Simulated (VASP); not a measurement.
Write the native input for VASP 6.6.1 that does the following.

- Task: single point
- Functional: PBE
- Potentials or basis: VASP PAW PBE potentials, release 64 (Ta_pv, Si)
- Cutoff: 520 eV
- k mesh: 6 × 6 × 4
- Occupations: gaussian, width 0.1 eV
- Spin: no spin polarisation
- Dipole correction: no
- Further INCAR settings: ALGO = Normal; EDIFF = 1e-07; NBANDS = 16

The structure of TaSi2 lies in POSCAR:

```
TaSi2
1.0
    2.9516506259      0.0000000000      0.0000000000
   -1.4758253130      2.5562044251      0.0000000000
    0.0000000000      0.0000000000      6.1524921706
Ta Si
1 2
Direct
    0.0000000000      0.0000000000      0.0000000000
    0.3333333333      0.6666666667      0.3425559830
    0.6666666667      0.3333333333      0.6574440170
```

These files were run (other wordings do the same):

INCAR

```
PREC = Accurate
ENCUT = 520
EDIFF = 1E-7
ISMEAR = 0
SIGMA = 0.1
LREAL = False
LASPH = True
NELM = 80
ALGO = Normal
ISIF = 2
LWAVE = False
LCHARG = False
GGA = PE
NBANDS = 16
```

KPOINTS

```
Automatic mesh
0
Gamma
  6 6 4
```

Potentials or basis: VASP PAW PBE potentials, release 64 (Ta_pv, Si).

Launch:

```sh
$ cat potpaw_PBE.64/Ta_pv/POTCAR potpaw_PBE.64/Si/POTCAR > POTCAR
$ mpirun -np 1 vasp_std > vasp.out
```

It gave:

```
Pressure      : 0.1 GPa
Largest force : 0.010 eV/Å
```

Caveat: the k points lie up to 0.41 Å⁻¹ apart.

Run time: 9.2 s on 1 thread of Intel(R) Xeon(R) 6975P-C (Granite Rapids), on a shared host, peak memory 0.17 GiB.
